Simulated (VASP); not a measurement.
# NaCl (I4/mmm) in VASP: single point with HSE06

Aim: the single point of NaCl with HSE06.

Program: VASP 6.6.1. These are calculated values, not measurements. Logs are shortened: lines on timing, memory, paths and dates and some standing lists are left out, and cuts for length are marked.

## 1. The cell of the first run

Symmetry: I4/mmm, No. 139, tetragonal system. Conventional cell: a = 4.089 Å, b = 4.089 Å, c = 5.605 Å, α = 90.00°, β = 90.00°, γ = 90.00°. Within 3.7 Å of Na (site symmetry 4/mmm) lie 6 Cl at 2.80 to 2.89 Å. Cl (site symmetry 4/mmm) has 6 Na at 2.80 to 2.89 Å within 3.7 Å.

## 2. Single point, HSE06 (biaxial xy strain +3.2%)

POSCAR

```
NaCl
1.0
    0.0000000000      2.8912641134      2.8026988303
    2.8912641134      0.0000000000      2.8026988303
    2.8912641134      2.8912641134      0.0000000000
Na Cl
1 1
Direct
    0.0000000000      0.0000000000      0.0000000000
    0.5000000000      0.5000000000      0.5000000000
```

INCAR.step1

```
PREC = Accurate ; ENCUT = 520
EDIFF = 1E-5 ; ISMEAR = 0
SIGMA = 0.01 ; LREAL = False
LASPH = True ; NELM = 60
ALGO = Normal ; ISIF = 2
LWAVE = True ; NBANDS = 14
GGA = PE
```

INCAR.step2

```
PREC = Accurate ; ENCUT = 520
EDIFF = 1E-6 ; ISMEAR = 0
SIGMA = 0.01 ; LREAL = False
LASPH = True ; NELM = 60
ALGO = Normal ; ISIF = 2
LWAVE = False ; LCHARG = True
GGA = PE ; LHFCALC = True
HFSCREEN = 0.2079 ; PRECFOCK = Normal
LELF = True ; LVHAR = True
NBANDS = 14 ; ISTART = 1
```

KPOINTS

```
regular mesh
0
Gamma
  6 6 6
```

Potentials or basis: VASP PAW PBE potentials, release 64 (Na_pv, Cl).

Command:

```bash
> cat potpaw_PBE.64/Na_pv/POTCAR potpaw_PBE.64/Cl/POTCAR > POTCAR
> cp INCAR.step1 INCAR
> mpirun -np 1 vasp_std > vasp.out
> cp INCAR.step2 INCAR
> mpirun -np 1 vasp_std > vasp.out
```

OUTCAR:

```text
PREC = Accurate
   ENCUT = 520
   EDIFF = 1E-6
   ISMEAR = 0
   LREAL = False
   LASPH = True
   NELM = 60
   ISIF = 2
   GGA = PE
   LHFCALC = True
   HFSCREEN = 0.2079
   PRECFOCK = Normal
   ISTART = 1

 ion  position               nearest neighbor table
   1  0.000  0.000  0.000-
   2  0.500  0.500  0.500-

  LATTYP: Found a body centered tetragonal cell.
 ALAT       =     4.0888649216
 C/A-ratio  =     1.3708933330

  Lattice vectors:

 A1 = (   0.0000000000,  -2.8912641134,  -2.8026988303)
 A2 = (   0.0000000000,   2.8912641134,  -2.8026988303)
 A3 = (   2.8912641134,   0.0000000000,   2.8026988303)

Analysis of symmetry for initial positions (statically):
=====================================================================
 Subroutine PRICEL returns:
 Original cell was already a primitive cell.

 Routine SETGRP: Setting up the symmetry group for a
 body centered tetragonal supercell.

 Subroutine GETGRP returns: Found 16 space group operations
 (whereof 16 operations were pure point group operations)
 out of a pool of 16 trial point group operations.

The static configuration has the point symmetry D_4h.

Analysis of symmetry for dynamics (positions and initial velocities):
=====================================================================
 Subroutine PRICEL returns:
 Original cell was already a primitive cell.

 Routine SETGRP: Setting up the symmetry group for a
 body centered tetragonal supercell.

 Subroutine GETGRP returns: Found 16 space group operations
 (whereof 16 operations were pure point group operations)
 out of a pool of 16 trial point group operations.

The dynamic configuration has the point symmetry D_4h.

 Subroutine INISYM returns: Found 16 space group operations
 (whereof 16 operations are pure point group operations),
 and found     1 'primitive' translations

----------------------------------------------------------------------------------------

                                     Primitive cell

  volume of cell :      46.8578

  direct lattice vectors                    reciprocal lattice vectors
     0.000000000  2.891264113  2.802698830    -0.172934737  0.172934737  0.178399475
     2.891264113  0.000000000  2.802698830     0.172934737 -0.172934737  0.178399475
     2.891264113  2.891264113  0.000000000     0.172934737  0.172934737 -0.178399475

  length of vectors
     4.026726823  4.026726823  4.088864922     0.302719704  0.302719704  0.302719704

  position of ions in fractional coordinates (direct lattice)
[... 99 lines left out ...]
     AMIX_MAG =   1.60;   BMIX_MAG =  1.00
  volume/ion in A,a.u.               =      23.43       158.11
  Fermi-wavevector in a.u.,A,eV,Ry     =   1.094436  2.068183 16.296911  1.197789
  Thomas-Fermi vector in A             =   2.230740
   LORBIT       =      0    0 simple, 1 ext, 2 COOP (PROOUT), +10 PAW based schemes
   GGA     = PE    functional components
   LHFCALC =     T    Hartree Fock is set to
   PRECFOCK=normal    Normal, Fast or Accurate (Low or Medium for compatibility)
   ENCUT4O =  -1.0   cutoff for four orbital integrals eV
   NKREDX  =     1    reduce k-point grid by
   NKREDY  =     1    reduce k-point grid by
   NKREDZ  =     1    reduce k-point grid by
   AEXX    =    0.2500 exact exchange contribution
   HFSCREEN=    0.2079 screening length (either q_TF or 0.3 A-1)
   HFSCREENC=   0.2079 screening length for correlation (either q_TF or 0.3 A-1)
   ENCUTFOCK=  -1.0 apply spherical cutoff to Coloumb kernel
   IVDW    =     0    specifies the selected vdW correction
   LEPSILON=     F    determine dielectric tensor
   LRPA    =     F    only Hartree local field effects (RPA)
 non-spin polarized calculation
 Gauss-broadening in eV      SIGMA  =   0.01
  energy-cutoff  :      520.00
  volume of cell :       46.86
 maximum number of plane-waves:      1283
 NGX is ok and might be reduce to    30
  NGX = 24; NGY = 24; NGZ = 24

 number of electron      13.9999990 magnetization

 Free energy of the ion-electron system (eV)
  ---------------------------------------------------
  ext. energy  EPLUGINS =         0.00000000
  ---------------------------------------------------
  free energy    TOTEN  =        -7.87127199 eV

  energy without entropy =       -7.87127199  energy(sigma->0) =       -7.87127199

 E-fermi :  -1.9119     XC(G=0):  -6.6514

 val. band max:       -1.9579020110   @ k =   0.0000   0.0000   0.0000
 cond. band min:       4.3290574670   @ k =   0.0000   0.0000   0.0000
 fundamental gap:      6.2869594780
 Fermi energy:        -1.9118878202

 k-point     1 :       0.0000    0.0000    0.0000
  band No.  band energies     occupation
      1     -24.9403      2.00000
      2     -24.9403      2.00000
      3     -24.9370      2.00000
      4     -15.7182      2.00000
      5      -1.9904      2.00000
      6      -1.9579      2.00000
      7      -1.9579      2.00000
      8       4.3291      0.00000
      9      10.5169      0.00000
     10      10.5169      0.00000
     11      10.7410      0.00000
     12      12.6561      0.00000
     13      13.0496      0.00000
     14      14.1046      0.00000
[... 377 lines left out ...]
      1     -24.9545      2.00000
      2     -24.9466      2.00000
      3     -24.9431      2.00000
      4     -15.3671      2.00000
      5      -3.4937      2.00000
      6      -2.7450      2.00000
      7      -2.4624      2.00000
      8       7.3346      0.00000
      9       8.0679      0.00000
     10       9.7968      0.00000
     11      12.5533      0.00000
     12      13.4226      0.00000
     13      15.8424      0.00000
     14      16.6357      0.00000

 [... further k-points ...]

------------------------ aborting loop because EDIFF is reached ----------------------------------------

  FORCE on cell =-STRESS in cart. coord.  units (eV):
  Direction    XX          YY          ZZ          XY          YZ          ZX
  --------------------------------------------------------------------------------------
  -------------------------------------------------------------------------------------
  Total       -0.3247708     -0.3247708     -0.0211341      0.0000000      0.0000000      0.0000000
  in kB      -11.1046675    -11.1046675     -0.7226225      0.0000000      0.0000000      0.0000000
  external PRESSURE =      -7.6439858 kB  Pullay stress =       0.0000000 kB

 VOLUME and BASIS-vectors are now :
 -----------------------------------------------------------------------------
  energy-cutoff  :      520.00
  volume of cell :       46.86
      direct lattice vectors                 reciprocal lattice vectors
     0.000000000  2.891264113  2.802698830    -0.172934737  0.172934737  0.178399475
     2.891264113  0.000000000  2.802698830     0.172934737 -0.172934737  0.178399475
     2.891264113  2.891264113  0.000000000     0.172934737  0.172934737 -0.178399475

 POSITION                                       TOTAL-FORCE (eV/Angst)
 -----------------------------------------------------------------------------------
      0.00000      0.00000      0.00000        -0.000000      0.000000     -0.000000
      2.89126      2.89126      2.80270         0.000000     -0.000000      0.000000
 -----------------------------------------------------------------------------------
    total drift:                                0.000000     -0.000000      0.000001

  FREE ENERGIE OF THE ION-ELECTRON SYSTEM (eV)
  ---------------------------------------------------
  free  energy   TOTEN  =        -7.8712719933 eV

  energy  without entropy=       -7.8712719933  energy(sigma->0) =       -7.87127199
```

OUTCAR.step1:

```text
PREC = Accurate
   ENCUT = 520
   EDIFF = 1E-5
   ISMEAR = 0
   LREAL = False
[... 632 lines left out ...]
      0.00000      0.00000      0.00000         0.000000      0.000000      0.000000
      2.89126      2.89126      2.80270         0.000000      0.000000     -0.000000
 -----------------------------------------------------------------------------------
    total drift:                                0.000000      0.000000      0.000000

  FREE ENERGIE OF THE ION-ELECTRON SYSTEM (eV)
  ---------------------------------------------------
  free  energy   TOTEN  =        -6.7740639888 eV

  energy  without entropy=       -6.7740639888  energy(sigma->0) =       -6.77406399
```

OSZICAR.step1:

```text
N       E                     dE             d eps       ncg     rms          rms(c)
DAV:   1     0.100630512638E+03    0.10063E+03   -0.70985E+03   854   0.101E+03
DAV:   2     0.169171232430E+01   -0.98939E+02   -0.91240E+02   940   0.269E+02
DAV:   3    -0.683534520365E+01   -0.85271E+01   -0.84677E+01  1104   0.724E+01
DAV:   4    -0.697903352769E+01   -0.14369E+00   -0.14362E+00   960   0.101E+01
DAV:   5    -0.698206315044E+01   -0.30296E-02   -0.30293E-02  1092   0.151E+00    0.214E+00
DAV:   6    -0.677989233962E+01    0.20217E+00   -0.34417E-01  1026   0.328E+00    0.159E+00
DAV:   7    -0.676797738567E+01    0.11915E-01   -0.83078E-02  1146   0.161E+00    0.109E+00
DAV:   8    -0.677403045998E+01   -0.60531E-02   -0.10571E-02   936   0.860E-01    0.289E-01
DAV:   9    -0.677392727052E+01    0.10319E-03   -0.22130E-04  1104   0.112E-01    0.165E-01
DAV:  10    -0.677407728856E+01   -0.15002E-03   -0.38772E-04   954   0.141E-01    0.765E-02
DAV:  11    -0.677406421415E+01    0.13074E-04   -0.21155E-05  1060   0.399E-02    0.198E-02
DAV:  12    -0.677406398877E+01    0.22538E-06   -0.28837E-06   630   0.146E-02
   1 F= -.67740640E+01 E0= -.67740640E+01  d E =-.684778E-51
```

It took 21 min on 1 thread of Intel Xeon Platinum 8375C at 2.90GHz (Ice Lake), shared host; peak memory 0.29 GiB.

Results:

| Item | Value |
| --- | --- |
| Free energy | -7.8713 eV |
| Pressure | -0.8 GPa |
| Band gap on the k mesh | 6.29 eV |

Caveat: the cell differs from its parent crystal (biaxial xy strain +3.2%); the PAW data sets were made with another functional, which shifts forces and pressure a little.
